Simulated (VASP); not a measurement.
# Al (Fm-3m) in VASP: notebook

The runs below take Al through single point, with r2SCAN.

All numbers are computed with VASP 6.6.1; they aren't measurements. Logs are shortened: lines on timing, memory, paths and dates and some standing lists are left out, and cuts for length are marked.

**1. The cell of the first run**

It takes space group Fm-3m (No. 225, cubic). The conventional cell has a = 3.993 Å, b = 3.993 Å, c = 3.993 Å, α = 90.00°, β = 90.00°, γ = 90.00°. Within 3.7 Å of Al (site symmetry m-3m) lie 12 Al at 2.82 Å.

**2. Single point, r2SCAN**

The input, POSCAR:

```
Al
1.0
    0.0000000000      1.9966927595      1.9966927595
    1.9966927595      0.0000000000      1.9966927595
    1.9966927595      1.9966927595      0.0000000000
Al
1
Direct
    0.0000000000      0.0000000000      0.0000000000
```

The input, INCAR.step1:

```
SYSTEM = Al
  PREC = Accurate
  ENCUT = 520
  ISMEAR = 1
  SIGMA = 0.1
  LREAL = .FALSE.
  LASPH = .TRUE.
  NELM = 100
  NBANDS = 8
  GGA = PE
  ALGO = Normal
  EDIFF = 1E-4
  LWAVE = .TRUE.
  LCHARG = .FALSE.
```

The input, INCAR.step2:

```
SYSTEM = Al
  PREC = Accurate
  ENCUT = 520
  EDIFF = 1E-6
  ISMEAR = 1
  SIGMA = 0.1
  LREAL = .FALSE.
  LASPH = .TRUE.
  NELM = 100
  ALGO = Normal
  ISIF = 2
  LWAVE = .FALSE.
  LCHARG = .FALSE.
  METAGGA = R2SCAN
  LMIXTAU = .TRUE.
  NBANDS = 8
  ISTART = 1
```

The input, KPOINTS:

```
regular mesh
0
G
  14 14 14
  0 0 0
```

Potentials or basis: VASP PAW PBE potentials, release 64 (Al).

Command:

```
> cat potpaw_PBE.64/Al/POTCAR > POTCAR
> cp INCAR.step1 INCAR
> mpirun -np 1 vasp_std > vasp.out
> cp INCAR.step2 INCAR
> mpirun -np 1 vasp_std > vasp.out
```

OUTCAR:

```text
SYSTEM = Al
   PREC = Accurate
   ENCUT = 520
   EDIFF = 1E-6
   ISMEAR = 1
   LREAL = .FALSE.
   LASPH = .TRUE.
   NELM = 100
   ISIF = 2
   METAGGA = R2SCAN
   ISTART = 1

 ion  position               nearest neighbor table
   1  0.000  0.000  0.000-

  LATTYP: Found a face centered cubic cell.
 ALAT       =     3.9933855190

  Lattice vectors:

 A1 = (   0.0000000000,   1.9966927595,   1.9966927595)
 A2 = (   1.9966927595,   0.0000000000,   1.9966927595)
 A3 = (   1.9966927595,   1.9966927595,   0.0000000000)

Analysis of symmetry for initial positions (statically):
=====================================================================
 Subroutine PRICEL returns:
 Original cell was already a primitive cell.

 Routine SETGRP: Setting up the symmetry group for a
 face centered cubic supercell.

 Subroutine GETGRP returns: Found 48 space group operations
 (whereof 48 operations were pure point group operations)
 out of a pool of 48 trial point group operations.

The static configuration has the point symmetry O_h .

Analysis of symmetry for dynamics (positions and initial velocities):
=====================================================================
 Subroutine PRICEL returns:
 Original cell was already a primitive cell.

 Routine SETGRP: Setting up the symmetry group for a
 face centered cubic supercell.

 Subroutine GETGRP returns: Found 48 space group operations
 (whereof 48 operations were pure point group operations)
 out of a pool of 48 trial point group operations.

The dynamic configuration has the point symmetry O_h .

 Subroutine INISYM returns: Found 48 space group operations
 (whereof 48 operations are pure point group operations),
 and found     1 'primitive' translations

----------------------------------------------------------------------------------------

                                     Primitive cell

  volume of cell :      15.9208

  direct lattice vectors                    reciprocal lattice vectors
     0.000000000  1.996692759  1.996692759    -0.250414090  0.250414090  0.250414090
     1.996692759  0.000000000  1.996692759     0.250414090 -0.250414090  0.250414090
     1.996692759  1.996692759  0.000000000     0.250414090  0.250414090 -0.250414090

  length of vectors
     2.823749980  2.823749980  2.823749980     0.433729926  0.433729926  0.433729926

  position of ions in fractional coordinates (direct lattice)
     0.000000000  0.000000000  0.000000000

  ion indices of the primitive-cell ions
   primitive index   ion index
                 1           1

----------------------------------------------------------------------------------------

 KPOINTS: regular mesh

Automatic generation of k-mesh.
 Grid dimensions read from file:
 generate k-points for:   14   14   14

 Generating k-lattice:

  Cartesian coordinates                     Fractional coordinates (reciprocal lattice)
    -0.017886721  0.017886721  0.017886721     0.071428571  0.000000000  0.000000000
     0.017886721 -0.017886721  0.017886721     0.000000000  0.071428571  0.000000000
     0.017886721  0.017886721 -0.017886721     0.000000000  0.000000000  0.071428571

  Length of vectors
     0.030980709  0.030980709  0.030980709

  Shift w.r.t. Gamma in fractional coordinates (k-lattice)
     0.000000000  0.000000000  0.000000000

 Subroutine IBZKPT returns following result:
 ===========================================

 Found    104 irreducible k-points:

 Following reciprocal coordinates:
            Coordinates               Weight
  0.000000  0.000000  0.000000      1.000000
  0.071429  0.000000  0.000000      8.000000
  0.142857  0.000000  0.000000      8.000000
  0.214286  0.000000  0.000000      8.000000
  0.285714  0.000000  0.000000      8.000000
  0.357143  0.000000  0.000000      8.000000
[... 16 lines left out ...]
  0.214286  0.142857  0.000000     24.000000
  0.285714  0.142857  0.000000     24.000000
 [... further k-points ...]
   k-points           NKPTS =    104   k-points in BZ     NKDIM =    104   number of bands    NBANDS=      8
   number of dos      NEDOS =    301   number of ions     NIONS =      1
   total plane-waves  NPLWV =  13824
   dimension x,y,z NGX =    24 NGY =   24 NGZ =   24
   dimension x,y,z NGXF=    48 NGYF=   48 NGZF=   48
   ions per type =               1
   NGX,Y,Z   is equivalent  to a cutoff of  14.13, 14.13, 14.13 a.u.
   NGXF,Y,Z  is equivalent  to a cutoff of  28.26, 28.26, 28.26 a.u.
 SYSTEM =  Al
   PREC   = accura    normal or accurate (medium, high low for compatibility)
   ISTART =      1    job   : 0-new  1-cont  2-samecut
   ICHARG =      0    charge: 1-file 2-atom 10-const
   ISPIN  =      1    spin polarized calculation?
   LNONCOLLINEAR =      F non collinear calculations
   LSORBIT =      F    spin-orbit coupling
   LASPH  =      T    aspherical Exc in radial PAW
   ENCUT  =  520.0 eV  38.22 Ry    6.18 a.u.   5.25  5.25  5.25*2*pi/ulx,y,z
   NELM   =    100;   NELMIN=  2; NELMDL=  0     # of ELM steps
   EDIFF  = 0.1E-05   stopping-criterion for ELM
   LREAL  =      F    real-space projection
   EDIFFG = 0.1E-04   stopping-criterion for IOM
   NSW    =      0    number of steps for IOM
   IBRION =     -1    ionic relax: 0-MD 1-quasi-New 2-CG
   NFREE  =      0    steps in history (QN), initial steepest desc. (CG)
   ISIF   =      2    stress and relaxation
   ISYM   =      2    0-nonsym 1-usesym 2-fastsym
   POTIM  = 0.5000    time-step for ionic-motion
   TEBEG  =    0.0;   TEEND  =   0.0 temperature during run
   PSTRESS=    0.0 pullay stress
   NELECT =       3.0000    total number of electrons
   NUPDOWN=      -1.0000    fix difference up-down
   EMIN   =  10.00;   EMAX   =-10.00  energy-range for DOS
   EFERMI =   0.00;   METHOD = LEGACY
   ISMEAR =     1;   SIGMA  =   0.10  broadening in eV -4-tet -1-fermi 0-gaus
   EFERMI_NEDOS =   21; number of points for ismear=-14 and -15
   IALGO  =     38    algorithm
   IMIX   =      4    mixing-type and parameters
     AMIX     =   0.40;   BMIX     =  1.00
     AMIX_MAG =   1.60;   BMIX_MAG =  1.00
  volume/ion in A,a.u.               =      15.92       107.44
  Fermi-wavevector in a.u.,A,eV,Ry     =   0.938557  1.773616 11.985227  0.880889
  Thomas-Fermi vector in A             =   2.065781
   LORBIT       =      0    0 simple, 1 ext, 2 COOP (PROOUT), +10 PAW based schemes
   METAGGA = R2SCAN    functional components
   LHFCALC =     F    Hartree Fock is set to
   AEXX    =    0.0000 exact exchange contribution
   IVDW    =     0    specifies the selected vdW correction
   LEPSILON=     F    determine dielectric tensor
   LRPA    =     F    only Hartree local field effects (RPA)
 non-spin polarized calculation
 Methfessel and Paxton  Order N= 1 SIGMA  =   0.10
  energy-cutoff  :      520.00
  volume of cell :       15.92
 maximum number of plane-waves:       444
 NGX is ok and might be reduce to    24
   NGX = 11   NGY = 11   NGZ = 11

 number of electron       3.0000000 magnetization

 Free energy of the ion-electron system (eV)
  ---------------------------------------------------
  ext. energy  EPLUGINS =         0.00000000
  ---------------------------------------------------
  free energy    TOTEN  =        -6.73327204 eV

  energy without entropy =       -6.73280574  energy(sigma->0) =       -6.73311661

 E-fermi :   8.3907     XC(G=0): -11.0400

 val. band max:        8.3872104453   @ k =   0.5000   0.2857   0.0000
 cond. band min:       8.4106305306   @ k =  -0.3571   0.4286   0.0714
 fundamental gap:      0.0234200853
 Fermi energy:         8.3906621670

 k-point     1 :       0.0000    0.0000    0.0000
  band No.  band energies     occupation
      1      -3.6998      2.00000
      2      21.9192      0.00000
      3      21.9192      0.00000
      4      21.9192      0.00000
      5      24.1138      0.00000
      6      24.1138      0.00000
      7      24.1138      0.00000
      8      26.0150      0.00000

 k-point     2 :       0.0714    0.0000    0.0000
  band No.  band energies     occupation
      1      -3.5490      2.00000
      2      19.7271      0.00000
      3      21.5314      0.00000
      4      21.5314      0.00000
      5      24.6050      0.00000
      6      24.7416      0.00000
      7      24.7416      0.00000
      8      27.6077      0.00000

 k-point     3 :       0.1429    0.0000    0.0000
  band No.  band energies     occupation
      1      -3.0974      2.00000
      2      16.6211      0.00000
      3      20.9177      0.00000
      4      20.9177      0.00000
      5      24.4270      0.00000
      6      25.9516      0.00000
      7      25.9516      0.00000
      8      27.1361      0.00000

 k-point     4 :       0.2143    0.0000    0.0000
  band No.  band energies     occupation
      1      -2.3480      2.00000
      2      13.5822      0.00000
      3      20.4432      0.00000
      4      20.4432      0.00000
      5      24.1475      0.00000
      6      25.2115      0.00000
      7      25.2115      0.00000
      8      27.9865      0.00000

 k-point     5 :       0.2857    0.0000    0.0000
  band No.  band energies     occupation
      1      -1.3056      2.00000
      2      10.7245      0.00000
      3      20.1834      0.00000
      4      20.1834      0.00000
      5      23.8068      0.00000
      6      23.8068      0.00000
      7      23.9865      0.00000
      8      28.1524      0.00000
[... 177 lines left out ...]
 k-point    22 :       0.1429    0.1429    0.0000
  band No.  band energies     occupation
      1      -2.8972      2.00000
      2      18.7328      0.00000
      3      18.7819      0.00000
      4      18.7819      0.00000
      5      22.4983      0.00000
      6      23.3073      0.00000
      7      28.3931      0.00000
      8      28.3931      0.00000

 k-point    23 :       0.2143    0.1429    0.0000
  band No.  band energies     occupation
      1      -2.3480      2.00000
      2      15.9181      0.00000
      3      18.0768      0.00000
      4      19.2703      0.00000
      5      21.3507      0.00000
      6      22.7362      0.00000
      7      28.8771      0.00000
      8      29.2241      0.00000

 k-point    24 :       0.2857    0.1429    0.0000
  band No.  band energies     occupation
      1      -1.5036      2.00000
      2      13.0272      0.00000
      3      17.6221      0.00000
      4      19.0495      0.00000
      5      19.8794      0.00000
      6      24.0935      0.00000
      7      28.1890      0.00000
      8      28.8461      0.00000

 [... further k-points ...]

------------------------ aborting loop because EDIFF is reached ----------------------------------------

  FORCE on cell =-STRESS in cart. coord.  units (eV):
  Direction    XX          YY          ZZ          XY          YZ          ZX
  --------------------------------------------------------------------------------------
  -------------------------------------------------------------------------------------
  Total       -0.0713175     -0.0713175     -0.0713175     -0.0000000     -0.0000000      0.0000000
  in kB       -7.1769963     -7.1769963     -7.1769963     -0.0000000     -0.0000000      0.0000000
  external PRESSURE =      -7.1769963 kB  Pullay stress =       0.0000000 kB

 VOLUME and BASIS-vectors are now :
 -----------------------------------------------------------------------------
  energy-cutoff  :      520.00
  volume of cell :       15.92
      direct lattice vectors                 reciprocal lattice vectors
     0.000000000  1.996692759  1.996692759    -0.250414090  0.250414090  0.250414090
     1.996692759  0.000000000  1.996692759     0.250414090 -0.250414090  0.250414090
     1.996692759  1.996692759  0.000000000     0.250414090  0.250414090 -0.250414090

 POSITION                                       TOTAL-FORCE (eV/Angst)
 -----------------------------------------------------------------------------------
      0.00000      0.00000      0.00000         0.000000      0.000000     -0.000000
 -----------------------------------------------------------------------------------
    total drift:                                0.000000     -0.000000     -0.000000

  FREE ENERGIE OF THE ION-ELECTRON SYSTEM (eV)
  ---------------------------------------------------
  free  energy   TOTEN  =        -6.7332720373 eV

  energy  without entropy=       -6.7328057442  energy(sigma->0) =       -6.73311661
```

It took 32 s on 1 thread of Intel Xeon Platinum 8259CL at 2.50GHz (Skylake/Cascade Lake), shared host; peak memory 0.14 GiB.

Results:

* Free energy: -6.7333 eV
* Pressure: -0.7 GPa

Levels at points of the mesh, in eV from the Fermi level:
```tsv
k point	band 1	band 2	band 3	band 4
(0.00, 0.00, 0.00)	-12.09	13.53	13.53	13.53
(0.50, 0.00, 0.00)	-5.14	-4.58	12.25	12.25
(0.50, 0.50, 0.00)	-3.24	-1.66	5.47	6.18
```

Caveat: the PAW data sets were made with another functional, which shifts forces and pressure a little.

**3. Single point, r2SCAN**

POSCAR is that of step 2.

The input, INCAR.step1:

```
SYSTEM = Al
ALGO = Normal
EDIFF = 1E-4
ENCUT = 520
GGA = PE
ISMEAR = 1
LASPH = .TRUE.
LCHARG = .FALSE.
LREAL = .FALSE.
LWAVE = .TRUE.
NBANDS = 8
NELM = 60
PREC = Accurate
SIGMA = 0.3
```

The input, INCAR.step2:

```
SYSTEM = Al
ALGO = Normal
EDIFF = 1E-7
ENCUT = 520
ISIF = 2
ISMEAR = 1
ISTART = 1
LASPH = .TRUE.
LCHARG = .TRUE.
LELF = .TRUE.
LMIXTAU = .TRUE.
LREAL = .FALSE.
LVHAR = .TRUE.
LWAVE = .FALSE.
METAGGA = R2SCAN
NBANDS = 8
NELM = 60
PREC = Accurate
SIGMA = 0.3
```

The input, KPOINTS:

```
k-points
0
G
  14 14 14
  0 0 0
```

Potentials or basis: VASP PAW PBE potentials, release 64 (Al).

Command:

```
> cat potpaw_PBE.64/Al/POTCAR > POTCAR
> cp INCAR.step1 INCAR
> mpirun -np 1 vasp_std > vasp.out
> cp INCAR.step2 INCAR
> mpirun -np 1 vasp_std > vasp.out
```

It took 35 s on 1 thread of Intel Xeon Platinum 8259CL at 2.50GHz (Skylake/Cascade Lake), shared host; peak memory 0.14 GiB.

Results (log left out):

```yaml
Free_energy: -6.7332 eV
Pressure: -0.7 GPa
```

Levels at points of the mesh, in eV from the Fermi level:
```csv
k point,band 1,band 2,band 3,band 4
"(0.00, 0.00, 0.00)",-12.07,13.55,13.55,13.55
"(0.50, 0.00, 0.00)",-5.12,-4.56,12.28,12.28
"(0.50, 0.50, 0.00)",-3.22,-1.64,5.50,6.21
```

Caveat: the PAW data sets were made with another functional, which shifts forces and pressure a little.
